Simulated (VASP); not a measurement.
Here is a VASP 6.6.1 calculation.

Contents of INCAR:

```
  PREC = Accurate
  ENCUT = 520
  EDIFF = 1E-7
  ISMEAR = 0
  SIGMA = 0.05
  LREAL = False
  LASPH = True
  NELM = 80
  ALGO = Normal
  ISIF = 2
  LWAVE = False
  LCHARG = False
  GGA = PE
  NBANDS = 15
```

Contents of KPOINTS:

```
Automatic mesh
0
Gamma
  8 8 8
```

File POSCAR:

```
KF
1.0
   -0.1134038968      2.6258206647      2.6258206647
    2.6258206647     -0.1134038968      2.6258206647
    2.6258206647      2.6258206647     -0.1134038968
K F
1 1
Direct
    0.0000000000      0.0000000000      0.0000000000
    0.5000000000      0.5000000000      0.5000000000
```

Potentials or basis: VASP PAW PBE potentials, release 64 (K_sv, F).

Launch:

```console
$ cat potpaw_PBE.64/K_sv/POTCAR potpaw_PBE.64/F/POTCAR > POTCAR
$ mpirun -np 1 vasp_std > vasp.out
```

(1) Predict the pressure.

(2) Estimate the band gap on the k mesh.

Results:

(1) 1.0 GPa.

(2) 6.05 eV.
